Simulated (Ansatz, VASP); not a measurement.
Rh: VASP beside Ansatz

Contents of INCAR:

```
  ALGO = Normal
  EDIFF = 1E-7
  ENCUT = 520
  GGA = PE
  ISIF = 2
  ISMEAR = -1
  LASPH = T
  LCHARG = T
  LELF = T
  LREAL = F
  LVHAR = T
  LWAVE = F
  NBANDS = 22
  NELM = 60
  PREC = Accurate
  SIGMA = 0.1
```

File KPOINTS:

```
k-points
0
Gamma
  18 18 10
```

The input POSCAR:

```
Rh
1.0
    2.5043344542      0.0000000000      0.0000000000
   -1.2521672270      2.1688172569      0.0000000000
    0.0000000000      0.0000000000      4.0567022458
Rh
2
Direct
    0.3333333333      0.6666666667      0.2500000000
    0.6666666667      0.3333333333      0.7500000000
```

Input for Ansatz:

```yaml
crystal:
  lattice:
    - [2.5043344542, 0.0, 0.0]
    - [-1.252167227, 2.1688172569, 0.0]
    - [0.0, 0.0, 4.0567022458]
  atoms:
    - { symbol: Rh, position: [0.3333333333, 0.6666666667, 0.25] }
    - { symbol: Rh, position: [0.6666666667, 0.3333333333, 0.75] }
kpoints:
  mp_grid: { grid: [18, 18, 10] }
scf:
  occupations: { method: fermi_dirac, width: 0.1 }
hamiltonian:
  xc: pbe
  pseudopotentials: { kind: all_electron, lapw: { basis_error: 0.001 } }
output:
  forces: true
  stress: true
  eigenvalues: true
  populations: true
```

Change from the starting cell: volume scaled by 0.78, LAPW.

Alike in both runs: task single point; functional PBE; k mesh 18 × 18 × 10; occupations fermi-dirac, width 0.1 eV; no spin polarisation.

|  | VASP | Ansatz |
| --- | --- | --- |
| version | VASP 6.6.1 | Ansatz 0.2.0 |
| potentials or method | VASP PAW PBE potentials, release 64 (Rh_pv), cutoff 520 eV | all-electron LAPW, scalar-relativistic |

Ansatz gave:

```
pressure (GPa)                                                : 117.7
traceless stress, the component that is largest in VASP (GPa) : -0.11
```

Q: Which values does VASP return?

A: Pressure (GPa): 118.2; traceless stress, the component that is largest in VASP (GPa): -0.05.

Both programs put the cell under a high pressure, so it lies far from rest at this level. Ansatz ran all-electron here, and VASP with PAW potentials.

Noted on VASP's run: the cell as given lies far from equilibrium.
